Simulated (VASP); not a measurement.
# HfN (Imm2) in VASP: further runs, part 2 of 2

VASP 6.6.1. The steps go on from the part before.

### Step 3. Single point, PBEsol (atom 2 (N) moved by (-0.300, +0.000) A along [1 1 0] and z)

The input, INCAR:

```
ALGO = Normal
EDIFF = 1E-6
ENCUT = 600
GGA = PS
GGA_COMPAT = F
ISIF = 2
ISMEAR = 0
LASPH = T
LCHARG = F
LREAL = F
LWAVE = F
NBANDS = 14
NELM = 120
PREC = Accurate
SIGMA = 0.15
```

The input, KPOINTS:

```
k-points
0
Gamma
  22 22 22
```

The input, POSCAR:

```
HfN
1.0
    0.0000000000      2.2507757579      2.2507757579
    2.2507757579      0.0000000000      2.2507757579
    2.2507757579      2.2507757579      0.0000000000
Hf N
1 1
Direct
    0.0000000000      0.0000000000      0.0000000000
    0.5000000000      0.5000000000      0.4057515909
```

Potentials or basis: VASP PAW PBE potentials, release 64 (Hf_pv, N).

Command:

```
> cat potpaw_PBE.64/Hf_pv/POTCAR potpaw_PBE.64/N/POTCAR > POTCAR
> mpirun -np 1 vasp_std > vasp.out
```

OUTCAR:

```text
EDIFF = 1E-6
   ENCUT = 600
   GGA = PS
   ISIF = 2
   ISMEAR = 0
   LASPH = T
   LREAL = F
   NELM = 120
   PREC = Accurate

 ion  position               nearest neighbor table
   1  0.000  0.000  0.000-   2 2.05   2 2.05   2 2.27   2 2.27   2 2.47   2 2.47
   2  0.500  0.500  0.406-   1 2.05   1 2.05   1 2.27   1 2.27   1 2.47   1 2.47

  LATTYP: Found a face centered cubic cell.
 ALAT       =     4.5015515158

  Lattice vectors:

 A1 = (   0.0000000000,   2.2507757579,   2.2507757579)
 A2 = (   2.2507757579,   0.0000000000,   2.2507757579)
 A3 = (   2.2507757579,   2.2507757579,   0.0000000000)

Analysis of symmetry for initial positions (statically):
=====================================================================
 Subroutine PRICEL returns:
 Original cell was already a primitive cell.

 Routine SETGRP: Setting up the symmetry group for a
 face centered cubic supercell.

 Subroutine GETGRP returns: Found  4 space group operations
 (whereof  4 operations were pure point group operations)
 out of a pool of 48 trial point group operations.

The static configuration has the point symmetry C_2v.

Analysis of symmetry for dynamics (positions and initial velocities):
=====================================================================
 Subroutine PRICEL returns:
 Original cell was already a primitive cell.

 Routine SETGRP: Setting up the symmetry group for a
 face centered cubic supercell.

 Subroutine GETGRP returns: Found  4 space group operations
 (whereof  4 operations were pure point group operations)
 out of a pool of 48 trial point group operations.

The dynamic configuration has the point symmetry C_2v.

 Subroutine INISYM returns: Found  4 space group operations
 (whereof  4 operations are pure point group operations),
 and found     1 'primitive' translations

----------------------------------------------------------------------------------------

                                     Primitive cell

  volume of cell :      22.8048

  direct lattice vectors                    reciprocal lattice vectors
     0.000000000  2.250775758  2.250775758    -0.222145631  0.222145631  0.222145631
     2.250775758  0.000000000  2.250775758     0.222145631 -0.222145631  0.222145631
     2.250775758  2.250775758  0.000000000     0.222145631  0.222145631 -0.222145631

  length of vectors
     3.183077603  3.183077603  3.183077603     0.384767519  0.384767519  0.384767519

  position of ions in fractional coordinates (direct lattice)
     0.000000000  0.000000000  0.000000000
     0.500000000  0.500000000  0.405751591

  ion indices of the primitive-cell ions
   primitive index   ion index
                 1           1
                 2           2

----------------------------------------------------------------------------------------

 KPOINTS: k-points

Automatic generation of k-mesh.
 Grid dimensions read from file:
 generate k-points for:   22   22   22

 Generating k-lattice:

  Cartesian coordinates                     Fractional coordinates (reciprocal lattice)
    -0.010097529  0.010097529  0.010097529     0.045454545  0.000000000  0.000000000
     0.010097529 -0.010097529  0.010097529     0.000000000  0.045454545  0.000000000
     0.010097529  0.010097529 -0.010097529     0.000000000  0.000000000  0.045454545

  Length of vectors
     0.017489433  0.017489433  0.017489433

  Shift w.r.t. Gamma in fractional coordinates (k-lattice)
     0.000000000  0.000000000  0.000000000

 Subroutine IBZKPT returns following result:
 ===========================================

 Found   1530 irreducible k-points:

 Following reciprocal coordinates:
            Coordinates               Weight
  0.000000  0.000000  0.000000      1.000000
  0.045455  0.000000  0.000000      4.000000
  0.000000  0.000000  0.045455      4.000000
  0.090909  0.000000  0.000000      4.000000
  0.000000  0.000000  0.090909      4.000000
  0.136364  0.000000  0.000000      4.000000
[... 16 lines left out ...]
  0.000000  0.000000  0.500000      2.000000
  0.045455  0.045455  0.000000      2.000000
 [... further k-points ...]
   k-points           NKPTS =   1530   k-points in BZ     NKDIM =   1530   number of bands    NBANDS=     14
   number of dos      NEDOS =    301   number of ions     NIONS =      2
   total plane-waves  NPLWV =  21952
   dimension x,y,z NGX =    28 NGY =   28 NGZ =   28
   dimension x,y,z NGXF=    56 NGYF=   56 NGZF=   56
   ions per type =               1   1
   NGX,Y,Z   is equivalent  to a cutoff of  14.62, 14.62, 14.62 a.u.
   NGXF,Y,Z  is equivalent  to a cutoff of  29.25, 29.25, 29.25 a.u.
 SYSTEM =  unknown system
   PREC   = accura    normal or accurate (medium, high low for compatibility)
   ISTART =      0    job   : 0-new  1-cont  2-samecut
   ICHARG =      2    charge: 1-file 2-atom 10-const
   ISPIN  =      1    spin polarized calculation?
   LNONCOLLINEAR =      F non collinear calculations
   LSORBIT =      F    spin-orbit coupling
   LASPH  =      T    aspherical Exc in radial PAW
   ENCUT  =  600.0 eV  44.10 Ry    6.64 a.u.   6.36  6.36  6.36*2*pi/ulx,y,z
   NELM   =    120;   NELMIN=  2; NELMDL= -5     # of ELM steps
   EDIFF  = 0.1E-05   stopping-criterion for ELM
   LREAL  =      F    real-space projection
   EDIFFG = 0.1E-04   stopping-criterion for IOM
   NSW    =      0    number of steps for IOM
   IBRION =     -1    ionic relax: 0-MD 1-quasi-New 2-CG
   NFREE  =      0    steps in history (QN), initial steepest desc. (CG)
   ISIF   =      2    stress and relaxation
   ISYM   =      2    0-nonsym 1-usesym 2-fastsym
   POTIM  = 0.5000    time-step for ionic-motion
   TEBEG  =    0.0;   TEEND  =   0.0 temperature during run
   PSTRESS=    0.0 pullay stress
   NELECT =      15.0000    total number of electrons
   NUPDOWN=      -1.0000    fix difference up-down
   EMIN   =  10.00;   EMAX   =-10.00  energy-range for DOS
   EFERMI =   0.00;   METHOD = LEGACY
   ISMEAR =     0;   SIGMA  =   0.15  broadening in eV -4-tet -1-fermi 0-gaus
   EFERMI_NEDOS =   21; number of points for ismear=-14 and -15
   IALGO  =     38    algorithm
   IMIX   =      4    mixing-type and parameters
     AMIX     =   0.40;   BMIX     =  1.00
     AMIX_MAG =   1.60;   BMIX_MAG =  1.00
  volume/ion in A,a.u.               =      11.40        76.95
  Fermi-wavevector in a.u.,A,eV,Ry     =   1.423737  2.690472 27.579367  2.027026
  Thomas-Fermi vector in A             =   2.544302
   LORBIT       =      0    0 simple, 1 ext, 2 COOP (PROOUT), +10 PAW based schemes
   GGA     = PS    functional components
   LHFCALC =     F    Hartree Fock is set to
   AEXX    =    0.0000 exact exchange contribution
   IVDW    =     0    specifies the selected vdW correction
   LEPSILON=     F    determine dielectric tensor
   LRPA    =     F    only Hartree local field effects (RPA)
 non-spin polarized calculation
 Gauss-broadening in eV      SIGMA  =   0.15
  energy-cutoff  :      600.00
  volume of cell :       22.80
 maximum number of plane-waves:       778
 NGX is ok and might be reduce to    28
   NGX = 13   NGY = 13   NGZ = 13

 number of electron      15.0000002 magnetization

 Free energy of the ion-electron system (eV)
  ---------------------------------------------------
  ext. energy  EPLUGINS =         0.00000000
  ---------------------------------------------------
  free energy    TOTEN  =       -22.45912084 eV

  energy without entropy =      -22.45218545  energy(sigma->0) =      -22.45565315

 E-fermi :   8.2144     XC(G=0): -12.9149

 val. band max:        8.2133977237   @ k =   0.0455   0.0000  -0.1364
 cond. band min:       8.2184667792   @ k =   0.0455   0.0455  -0.0455
 fundamental gap:      0.0050690555
 Fermi energy:         8.2144099730

 k-point     1 :       0.0000    0.0000    0.0000
  band No.  band energies     occupation
      1     -22.6926      2.00000
      2     -22.6518      2.00000
      3     -22.6006      2.00000
      4      -9.2139      2.00000
      5       4.1066      2.00000
      6       4.3122      2.00000
      7       4.4293      2.00000
      8       7.9189      1.99467
      9       8.9575      0.00000
     10       9.2222      0.00000
     11       9.9862      0.00000
     12      11.0380      0.00000
     13      11.5893      0.00000
     14      17.6643      0.00000
[... 375 lines left out ...]
 k-point    24 :       0.0455    0.0455    0.0000
  band No.  band energies     occupation
      1     -22.7017      2.00000
      2     -22.6587      2.00000
      3     -22.6208      2.00000
      4      -9.1505      2.00000
      5       3.7440      2.00000
      6       4.3876      2.00000
      7       4.4462      2.00000
      8       8.0443      1.89125
      9       8.8192      0.00000
     10       8.9298      0.00000
     11      10.2569      0.00000
     12      11.5574      0.00000
     13      11.6486      0.00000
     14      17.8905      0.00000

 [... further k-points ...]
[... 5 lines left out ...]
  --------------------------------------------------------------------------------------
  -------------------------------------------------------------------------------------
  Total        2.2478041      2.2478041     -0.2282359     -0.4687733      0.0000000      0.0000000
  in kB      157.9218965    157.9218965    -16.0349586    -32.9341735      0.0000000      0.0000000
  external PRESSURE =      99.9362782 kB  Pullay stress =       0.0000000 kB

 VOLUME and BASIS-vectors are now :
 -----------------------------------------------------------------------------
  energy-cutoff  :      600.00
  volume of cell :       22.80
      direct lattice vectors                 reciprocal lattice vectors
     0.000000000  2.250775758  2.250775758    -0.222145631  0.222145631  0.222145631
     2.250775758  0.000000000  2.250775758     0.222145631 -0.222145631  0.222145631
     2.250775758  2.250775758  0.000000000     0.222145631  0.222145631 -0.222145631

 POSITION                                       TOTAL-FORCE (eV/Angst)
 -----------------------------------------------------------------------------------
      0.00000      0.00000      0.00000        -2.545511     -2.545511      0.000000
      2.03864      2.03864      2.25078         2.545511      2.545511     -0.000000
 -----------------------------------------------------------------------------------
    total drift:                                0.000033      0.000033     -0.000000

  FREE ENERGIE OF THE ION-ELECTRON SYSTEM (eV)
  ---------------------------------------------------
  free  energy   TOTEN  =       -22.4591208416 eV

  energy  without entropy=      -22.4521854511  energy(sigma->0) =      -22.45565315
```

It took 5.1 min on 1 thread of Intel Xeon Platinum 8488C (Sapphire Rapids), shared host; peak memory 0.7 GiB.

What came out:

```yaml
Free_energy: -22.4591 eV
Pressure: 10.0 GPa
Largest_force: 3.600 eV/Å
Band_gap_on_the_k_mesh: zero (an odd number of electrons rules out a gap without spin polarisation)
```

Forces on the atoms (eV/Å):
```
Hf  -2.546 -2.546  0.000
N    2.546  2.546  0.000
```

Levels at points of the mesh, in eV from the Fermi level:
```
           k point  band 5  band 6  band 7  band 8  band 9  band 10  band 11  band 12
(0.00, 0.00, 0.00)   -4.11   -3.90   -3.79   -0.30    0.74     1.01     1.77     2.82
(0.50, 0.00, 0.00)   -8.85   -6.03   -5.69    2.80    2.87     4.01     4.53     7.90
(0.00, 0.00, 0.50)   -8.72   -6.31   -6.13    2.76    3.71     4.33     4.96     8.65
(0.50, 0.50, 0.00)   -5.76   -5.38   -3.93   -1.20    4.72     5.11     5.72     5.76
(0.00, 0.50, 0.50)   -5.24   -5.22   -3.73   -2.04    4.53     5.14     5.66     5.73
```

Caveat: the cell differs from its parent crystal (atom 2 (N) moved by (-0.300, +0.000) A along [1 1 0] and z); the stress differs along the axes, from -2 to 16 GPa; the PAW data sets were made with another functional, which shifts forces and pressure a little; spin-orbit coupling is left out, which moves the levels of the heavy elements; an odd number of electrons without spin polarisation forces a metal; a magnetic or distorted state may lie lower.
